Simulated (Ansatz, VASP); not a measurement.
One calculation of Be2Au, two programs

```
CELL_PARAMETERS angstrom
0.00000 2.73730 2.73730
2.73730 0.00000 2.73730
2.73730 2.73730 0.00000
ATOMIC_POSITIONS crystal
Be 0.25000 0.25000 0.25000
Be 0.75000 0.75000 0.75000
Au 0.00000 0.00000 0.00000
```

Change from the starting cell: species swapped into the EuF2 type (Fm-3m, No. 225).

Alike in both runs: functional PBE; k mesh 6 × 6 × 6; occupations gaussian, width 0.1 eV; no spin polarisation.

Ansatz relaxed the structure, and its values are those at the end. VASP's run is a single point on that final structure, the one shown.

```csv
,VASP,Ansatz
version,VASP 6.6.1,Ansatz 0.2.0
potentials or method,"VASP PAW PBE potentials, release 64 (Be, Au), cutoff 520 eV","scalar-relativistic, plane waves, PAW"
valence electrons in the cell,15,23
```

```tsv
	VASP	Ansatz	Ansatz less VASP
gap on the k mesh at the Fermi level (eV)	none	none	-
pressure (GPa)	0.1	0.3	+0.15
```

A gap of «none» marks a metal or a gap that the smearing closes. VASP's potentials hold 15 valence electrons a cell and Ansatz's 23, so a difference there can come from the potentials and not from the codes.

Neither program's run includes spin-orbit coupling.
